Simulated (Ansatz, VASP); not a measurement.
BN in VASP and in Ansatz

```
N B
1.0
     0.00000    1.81300    1.81300
     1.81300    0.00000    1.81300
     1.81300    1.81300    0.00000
N B
1 1
Direct
  0.25000 0.25000 0.25000
  0.00000 0.00000 0.00000
```

Alike in both runs: functional PBEsol; k mesh 13 × 13 × 13; occupations fermi-dirac, width 0.05 eV; no spin polarisation.

```csv
,VASP,Ansatz
version,VASP 6.6.1,Ansatz 0.2.0
potentials or method,"VASP PAW PBE potentials, release 64 (N, B), cutoff 520 eV",all-electron PAW datasets made for the crystal
task,single point,band structure
```

VASP gave:

* gap on the k mesh at the Fermi level (eV): 4.34
* least direct gap on the mesh (eV): 8.72
* pressure (GPa): -5.7

Task: Which values does Ansatz return?

Result: gap on the k mesh at the Fermi level (eV): 4.35; least direct gap on the mesh (eV): 8.72; pressure (GPa): -6.3.

VASP's potentials were made for PBE, not for PBEsol. Ansatz ran all-electron here, and VASP with PAW potentials.
